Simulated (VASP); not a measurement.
# MgO in VASP: a series of runs

The runs below take MgO through single point, relaxation of cell and atoms, with PBEsol.

All numbers are computed with VASP 6.6.1; they aren't measurements. Logs are shortened: lines on timing, memory, paths and dates and some standing lists are left out, and cuts for length are marked.

### Step 1. The cell of the first run

The structure is tetragonal, space group I4mm (No. 107). Conventional cell: a = 3.020 Å, b = 3.020 Å, c = 4.270 Å, α = 90.00°, β = 90.00°, γ = 90.00°. Within 2.7 Å of Mg (site symmetry 4mm) lie 6 O at 2.05 to 2.23 Å. Within 2.7 Å of O (site symmetry 4mm) lie 6 Mg at 2.05 to 2.23 Å.

### Step 2. Single point, PBEsol (one atom moved)

INCAR

```
ALGO     = Normal         # electronic algorithm
EDIFF    = 1E-6           # SCF threshold, eV
ENCUT    = 520            # plane-wave cutoff, eV
GGA      = PS             # functional
ISIF     = 2              # what is computed and relaxed
ISMEAR   = 0              # smearing method
LASPH    = T              # aspherical terms in the spheres
LCHARG   = T              # write CHGCAR
LELF     = T              # ELF
LREAL    = F              # projectors in reciprocal space
LVHAR    = T            
LWAVE    = F              # write WAVECAR
NBANDS   = 11             # bands
NELM     = 60             # most SCF steps
PREC     = Accurate       # precision mode
SIGMA    = 0.02           # smearing width, eV
```

KPOINTS

```
k-points
0
Gamma
  10 10 10
```

POSCAR

```
MgO
1.0
    0.0000000000      2.1351500000      2.1351500000
    2.1351500000      0.0000000000      2.1351500000
    2.1351500000      2.1351500000      0.0000000000
Mg O
1 1
Direct
   -0.0210758026      0.0210758026      0.0210758026
    0.5000000000      0.5000000000      0.5000000000
```

Potentials or basis: VASP PAW PBE potentials, release 64 (Mg, O).

Launch:

```
cat potpaw_PBE.64/Mg/POTCAR potpaw_PBE.64/O/POTCAR > POTCAR
mpirun -np 1 vasp_std > vasp.out
```

OUTCAR:

```text
EDIFF = 1E-6
   ENCUT = 520
   GGA = PS
   ISIF = 2
   ISMEAR = 0
   LASPH = T
   LREAL = F
   NELM = 60
   PREC = Accurate

 ion  position               nearest neighbor table
   1  0.979  0.021  0.021-   2 2.05   2 2.14   2 2.14   2 2.14   2 2.14   2 2.23
   2  0.500  0.500  0.500-   1 2.05   1 2.14   1 2.14   1 2.14   1 2.14   1 2.23

  LATTYP: Found a face centered cubic cell.
 ALAT       =     4.2703000000

  Lattice vectors:

 A1 = (   0.0000000000,   2.1351500000,   2.1351500000)
 A2 = (   2.1351500000,   0.0000000000,   2.1351500000)
 A3 = (   2.1351500000,   2.1351500000,   0.0000000000)

Analysis of symmetry for initial positions (statically):
=====================================================================
 Subroutine PRICEL returns:
 Original cell was already a primitive cell.

 Routine SETGRP: Setting up the symmetry group for a
 face centered cubic supercell.

 Subroutine GETGRP returns: Found  8 space group operations
 (whereof  8 operations were pure point group operations)
 out of a pool of 48 trial point group operations.

The static configuration has the point symmetry C_4v.

Analysis of symmetry for dynamics (positions and initial velocities):
=====================================================================
 Subroutine PRICEL returns:
 Original cell was already a primitive cell.

 Routine SETGRP: Setting up the symmetry group for a
 face centered cubic supercell.

 Subroutine GETGRP returns: Found  8 space group operations
 (whereof  8 operations were pure point group operations)
 out of a pool of 48 trial point group operations.

The dynamic configuration has the point symmetry C_4v.

 Subroutine INISYM returns: Found  8 space group operations
 (whereof  8 operations are pure point group operations),
 and found     1 'primitive' translations

----------------------------------------------------------------------------------------

                                     Primitive cell

  volume of cell :      19.4677

  direct lattice vectors                    reciprocal lattice vectors
     0.000000000  2.135150000  2.135150000    -0.234175585  0.234175585  0.234175585
     2.135150000  0.000000000  2.135150000     0.234175585 -0.234175585  0.234175585
     2.135150000  2.135150000  0.000000000     0.234175585  0.234175585 -0.234175585

  length of vectors
     3.019558088  3.019558088  3.019558088     0.405604011  0.405604011  0.405604011

  position of ions in fractional coordinates (direct lattice)
     0.978924197  0.021075803  0.021075803
     0.500000000  0.500000000  0.500000000

  ion indices of the primitive-cell ions
   primitive index   ion index
                 1           1
                 2           2

----------------------------------------------------------------------------------------

 KPOINTS: k-points

Automatic generation of k-mesh.
 Grid dimensions read from file:
 generate k-points for:   10   10   10

 Generating k-lattice:

  Cartesian coordinates                     Fractional coordinates (reciprocal lattice)
    -0.023417558  0.023417558  0.023417558     0.100000000  0.000000000  0.000000000
     0.023417558 -0.023417558  0.023417558     0.000000000  0.100000000  0.000000000
     0.023417558  0.023417558 -0.023417558     0.000000000  0.000000000  0.100000000

  Length of vectors
     0.040560401  0.040560401  0.040560401

  Shift w.r.t. Gamma in fractional coordinates (k-lattice)
     0.000000000  0.000000000  0.000000000

 Subroutine IBZKPT returns following result:
 ===========================================

 Found    102 irreducible k-points:

 Following reciprocal coordinates:
            Coordinates               Weight
  0.000000  0.000000  0.000000      1.000000
  0.100000  0.000000  0.000000      8.000000
  0.200000  0.000000  0.000000      8.000000
  0.300000  0.000000  0.000000      8.000000
  0.400000  0.000000  0.000000      8.000000
  0.500000  0.000000  0.000000      4.000000
[... 16 lines left out ...]
 -0.100000  0.100000  0.000000      8.000000
  0.000000 -0.100000  0.100000      4.000000
 [... further k-points ...]
   k-points           NKPTS =    102   k-points in BZ     NKDIM =    102   number of bands    NBANDS=     11
   number of dos      NEDOS =    301   number of ions     NIONS =      2
   total plane-waves  NPLWV =  13824
   dimension x,y,z NGX =    24 NGY =   24 NGZ =   24
   dimension x,y,z NGXF=    48 NGYF=   48 NGZF=   48
   ions per type =               1   1
   NGX,Y,Z   is equivalent  to a cutoff of  13.21, 13.21, 13.21 a.u.
   NGXF,Y,Z  is equivalent  to a cutoff of  26.43, 26.43, 26.43 a.u.
 SYSTEM =  unknown system
   PREC   = accura    normal or accurate (medium, high low for compatibility)
   ISTART =      0    job   : 0-new  1-cont  2-samecut
   ICHARG =      2    charge: 1-file 2-atom 10-const
   ISPIN  =      1    spin polarized calculation?
   LNONCOLLINEAR =      F non collinear calculations
   LSORBIT =      F    spin-orbit coupling
   LASPH  =      T    aspherical Exc in radial PAW
   ENCUT  =  520.0 eV  38.22 Ry    6.18 a.u.   5.61  5.61  5.61*2*pi/ulx,y,z
   NELM   =     60;   NELMIN=  2; NELMDL= -5     # of ELM steps
   EDIFF  = 0.1E-05   stopping-criterion for ELM
   LREAL  =      F    real-space projection
   EDIFFG = 0.1E-04   stopping-criterion for IOM
   NSW    =      0    number of steps for IOM
   IBRION =     -1    ionic relax: 0-MD 1-quasi-New 2-CG
   NFREE  =      0    steps in history (QN), initial steepest desc. (CG)
   ISIF   =      2    stress and relaxation
   ISYM   =      2    0-nonsym 1-usesym 2-fastsym
   POTIM  = 0.5000    time-step for ionic-motion
   TEBEG  =    0.0;   TEEND  =   0.0 temperature during run
   PSTRESS=    0.0 pullay stress
   NELECT =       8.0000    total number of electrons
   NUPDOWN=      -1.0000    fix difference up-down
   EMIN   =  10.00;   EMAX   =-10.00  energy-range for DOS
   EFERMI =   0.00;   METHOD = LEGACY
   ISMEAR =     0;   SIGMA  =   0.02  broadening in eV -4-tet -1-fermi 0-gaus
   EFERMI_NEDOS =   21; number of points for ismear=-14 and -15
   IALGO  =     38    algorithm
   IMIX   =      4    mixing-type and parameters
     AMIX     =   0.40;   BMIX     =  1.00
     AMIX_MAG =   1.60;   BMIX_MAG =  1.00
  volume/ion in A,a.u.               =       9.73        65.69
  Fermi-wavevector in a.u.,A,eV,Ry     =   1.217119  2.300022 20.155386  1.481379
  Thomas-Fermi vector in A             =   2.352450
   LORBIT       =      0    0 simple, 1 ext, 2 COOP (PROOUT), +10 PAW based schemes
   GGA     = PS    functional components
   LHFCALC =     F    Hartree Fock is set to
   AEXX    =    0.0000 exact exchange contribution
   IVDW    =     0    specifies the selected vdW correction
   LEPSILON=     F    determine dielectric tensor
   LRPA    =     F    only Hartree local field effects (RPA)
 non-spin polarized calculation
 Gauss-broadening in eV      SIGMA  =   0.02
  energy-cutoff  :      520.00
  volume of cell :       19.47
 maximum number of plane-waves:       544
   NGX = 11   NGY = 11   NGZ = 11

 number of electron       8.0000002 magnetization

 Free energy of the ion-electron system (eV)
  ---------------------------------------------------
  ext. energy  EPLUGINS =         0.00000000
  ---------------------------------------------------
  free energy    TOTEN  =       -12.47843507 eV

  energy without entropy =      -12.47843507  energy(sigma->0) =      -12.47843507

 E-fermi :   2.9086     XC(G=0): -11.1098

 val. band max:        2.7581574416   @ k =   0.0000   0.0000   0.0000
 cond. band min:       7.0038943166   @ k =   0.0000   0.0000   0.0000
 fundamental gap:      4.2457368750
 Fermi energy:         2.9085868060

 k-point     1 :       0.0000    0.0000    0.0000
  band No.  band energies     occupation
      1     -14.2364      2.00000
      2       2.7467      2.00000
      3       2.7582      2.00000
      4       2.7582      2.00000
      5       7.0039      0.00000
      6      18.1811      0.00000
      7      18.1972      0.00000
      8      18.1972      0.00000
      9      21.8866      0.00000
     10      23.7450      0.00000
     11      23.7622      0.00000

 k-point     2 :       0.1000    0.0000    0.0000
  band No.  band energies     occupation
      1     -14.1364      2.00000
      2       2.0971      2.00000
      3       2.6904      2.00000
      4       2.6950      2.00000
      5       7.6426      0.00000
      6      16.9252      0.00000
      7      18.4138      0.00000
      8      18.4199      0.00000
      9      22.9564      0.00000
     10      22.9736      0.00000
     11      23.5121      0.00000

 k-point     3 :       0.2000    0.0000    0.0000
  band No.  band energies     occupation
      1     -13.8616      2.00000
      2       0.8037      2.00000
      3       2.5303      2.00000
      4       2.5349      2.00000
      5       8.8398      0.00000
      6      15.3972      0.00000
      7      18.8366      0.00000
      8      18.8468      0.00000
      9      22.2589      0.00000
     10      22.2945      0.00000
     11      24.2490      0.00000

 k-point     4 :       0.3000    0.0000    0.0000
  band No.  band energies     occupation
      1     -13.4919      2.00000
      2      -0.4709      2.00000
      3       2.3418      2.00000
      4       2.3465      2.00000
      5       9.7940      0.00000
      6      14.6482      0.00000
      7      18.8878      0.00000
      8      18.8889      0.00000
      9      22.7134      0.00000
     10      22.7320      0.00000
     11      23.6517      0.00000

 k-point     5 :       0.4000    0.0000    0.0000
  band No.  band energies     occupation
      1     -13.1624      2.00000
      2      -1.3953      2.00000
      3       2.1960      2.00000
      4       2.2008      2.00000
      5      10.1890      0.00000
      6      14.6467      0.00000
      7      18.6386      0.00000
      8      18.6599      0.00000
      9      23.0785      0.00000
     10      23.9280      0.00000
     11      23.9734      0.00000
[... 211 lines left out ...]
 k-point    21 :      -0.2000    0.1000    0.0000
  band No.  band energies     occupation
      1     -13.6736      2.00000
      2       0.2863      2.00000
      3       2.1208      2.00000
      4       2.4950      2.00000
      5       9.5826      0.00000
      6      14.8127      0.00000
      7      18.3026      0.00000
      8      19.4269      0.00000
      9      21.0553      0.00000
     10      23.1255      0.00000
     11      25.2473      0.00000

 k-point    22 :       0.0000   -0.2000    0.1000
  band No.  band energies     occupation
      1     -13.6737      2.00000
      2       0.2831      2.00000
      3       2.1208      2.00000
      4       2.4992      2.00000
      5       9.5909      0.00000
      6      14.7985      0.00000
      7      18.3352      0.00000
      8      19.3883      0.00000
      9      21.0124      0.00000
     10      23.1328      0.00000
     11      25.3291      0.00000

 k-point    23 :      -0.1000    0.1000    0.0000
  band No.  band energies     occupation
      1     -13.9787      2.00000
      2       1.3893      2.00000
      3       2.4370      2.00000
      4       2.6470      2.00000
      5       8.4398      0.00000
      6      15.8618      0.00000
      7      18.4988      0.00000
      8      18.8452      0.00000
      9      21.6361      0.00000
     10      23.0614      0.00000
     11      24.9034      0.00000

 k-point    24 :       0.0000   -0.1000    0.1000
  band No.  band energies     occupation
      1     -13.9787      2.00000
      2       1.3872      2.00000
      3       2.4345      2.00000
      4       2.6509      2.00000
      5       8.4458      0.00000
      6      15.8536      0.00000
      7      18.5090      0.00000
      8      18.8374      0.00000
      9      21.5906      0.00000
     10      23.0646      0.00000
     11      24.9658      0.00000

 [... further k-points ...]
[... 5 lines left out ...]
  --------------------------------------------------------------------------------------
  -------------------------------------------------------------------------------------
  Total       -0.4839722     -0.7846167     -0.7846167      0.0000000      0.0000000      0.0000000
  in kB      -39.8305047    -64.5732966    -64.5732966      0.0000000      0.0000000      0.0000000
  external PRESSURE =     -56.3256993 kB  Pullay stress =       0.0000000 kB

 VOLUME and BASIS-vectors are now :
 -----------------------------------------------------------------------------
  energy-cutoff  :      520.00
  volume of cell :       19.47
      direct lattice vectors                 reciprocal lattice vectors
     0.000000000  2.135150000  2.135150000    -0.234175585  0.234175585  0.234175585
     2.135150000  0.000000000  2.135150000     0.234175585 -0.234175585  0.234175585
     2.135150000  2.135150000  0.000000000     0.234175585  0.234175585 -0.234175585

 POSITION                                       TOTAL-FORCE (eV/Angst)
 -----------------------------------------------------------------------------------
      0.09000      2.13515      2.13515        -0.421654      0.000000      0.000000
      2.13515      2.13515      2.13515         0.421654      0.000000      0.000000
 -----------------------------------------------------------------------------------
    total drift:                                0.000436      0.000000      0.000000

  FREE ENERGIE OF THE ION-ELECTRON SYSTEM (eV)
  ---------------------------------------------------
  free  energy   TOTEN  =       -12.4784350672 eV

  energy  without entropy=      -12.4784350672  energy(sigma->0) =      -12.47843507
```

Run time: 31 s. Hardware: 1 thread of AMD EPYC 7R13, shared host; peak memory 0.12 GiB.

Results:

- Free energy: -12.4784 eV
- Pressure: -5.6 GPa
- Largest force: 0.422 eV/Å
- Band gap on the k mesh: 4.25 eV, direct

Forces on the atoms (eV/Å):
```
Mg  -0.422  0.000  0.000
O    0.422  0.000  0.000
```

Stress tensor (GPa, compression positive):
```
-3.98  0.00  0.00
 0.00 -6.46  0.00
 0.00  0.00 -6.46
```

Caveat: the cell differs from its parent crystal (one atom moved); the PAW data sets were made with another functional, which shifts forces and pressure a little.

### Step 3. Single point, PBEsol

This run uses another cell than the first one, of 9.54 Å³/atom, 0.980 times its volume.

INCAR

```
SYSTEM = MgO
ALGO = Normal ; EDIFF = 1E-6
ENCUT = 520 ; GGA = PS
ISIF = 2 ; ISMEAR = 0
LASPH = .TRUE. ; LCHARG = .TRUE.
LELF = .TRUE. ; LREAL = .FALSE.
LVHAR = .TRUE. ; LWAVE = .FALSE.
NBANDS = 11 ; NELM = 60
PREC = Accurate ; SIGMA = 0.01
```

KPOINTS

```
k-points
0
G
  10 10 10
  0 0 0
```

POSCAR

```
MgO
1.0
    0.0000000000      2.1210195817      2.1210195817
    2.1210195817      0.0000000000      2.1210195817
    2.1210195817      2.1210195817      0.0000000000
Mg O
1 1
Direct
    0.0000000000      0.0000000000      0.0000000000
    0.5000000000      0.5000000000      0.5000000000
```

Potentials or basis: VASP PAW PBE potentials, release 64 (Mg, O).

Launch:

```
cat potpaw_PBE.64/Mg/POTCAR potpaw_PBE.64/O/POTCAR > POTCAR
mpirun -np 1 vasp_std > vasp.out
```

Run time: 13 s. Hardware: 1 thread of Intel Xeon Platinum 8375C at 2.90GHz (Ice Lake), shared host; peak memory 0.14 GiB.

Results (log left out):

| Item | Value |
| --- | --- |
| Free energy | -12.5082 eV |
| Pressure | -3.5 GPa |
| Band gap on the k mesh | 4.43 eV, direct |

Levels at points of the mesh, in eV from the valence-band top:
```
           k point  band 2  band 3  band 4  band 5  band 6  band 7
(0.00, 0.00, 0.00)    0.00    0.00    0.00    4.43   15.51   15.51
(0.50, 0.00, 0.00)   -4.59   -0.64   -0.64    7.61   12.27   15.96
(0.50, 0.50, 0.00)   -4.06   -1.34   -1.34    8.90    9.65   12.75
```

Caveat: the PAW data sets were made with another functional, which shifts forces and pressure a little.

(Part 1 of 2 ends here.)
